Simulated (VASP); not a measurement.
Set up this calculation in VASP 6.6.1, as the native input.

```yaml
Task: single point
Functional: LDA
Potentials_or_basis: VASP PAW LDA potentials, release 64 (Co, O)
Cutoff: 520 eV
k_mesh: 11 × 11 × 11
Occupations: gaussian, width 0.05 eV
Spin: collinear spin, ferromagnetic start
Starting_moments: "[2.0, 0.0] μB"
Dipole_correction: no
Further_INCAR_settings: ALGO = Normal; EDIFF = 1e-06; NBANDS = 18
```

The structure of CoO lies in POSCAR:

```
CoO
1.0
    1.5054695445      0.8691832468      2.4399269062
   -1.5054695445      0.8691832468      2.4399269062
    0.0000000000     -1.7383664936      2.4399269062
Co O
1 1
Direct
    0.0000000000      0.0000000000      0.0000000000
    0.5000000000      0.5000000000      0.5000000000
```

The input as run:

INCAR

```
SYSTEM = CoO
  ALGO = Normal
  EDIFF = 1E-6
  ENCUT = 520
  ISIF = 2
  ISMEAR = 0
  ISPIN = 2
  LASPH = .True.
  LCHARG = .False.
  LMAXMIX = 4
  LORBIT = 11
  LREAL = .False.
  LWAVE = .False.
  MAGMOM = 2 0
  NBANDS = 18
  NELM = 150
  PREC = Accurate
  SIGMA = 0.05
```

KPOINTS

```
k-points
0
Gamma
  11 11 11
  0 0 0
```

Potentials or basis: VASP PAW LDA potentials, release 64 (Co, O).

Command:

```bash
$ cat potpaw_LDA.64/Co/POTCAR potpaw_LDA.64/O/POTCAR > POTCAR
$ mpirun -np 1 vasp_std > vasp.out
```

Results of the run:

```
Pressure                                              : -19.0 GPa
Net moment                                            : 2.79 μB per cell
Site moments                                          : Co +2.42; O +0.30 μB
Valence electrons inside the program's atomic spheres : Co 7.85; O 4.93
```

Caveat: a cell with one magnetic atom can't hold antiferromagnetic order, which such compounds often take.

Run time: 67 s on 1 thread of Intel(R) Xeon(R) Platinum 8375C CPU @ 2.90GHz (Ice Lake), on a shared host, peak memory 0.2 GiB.
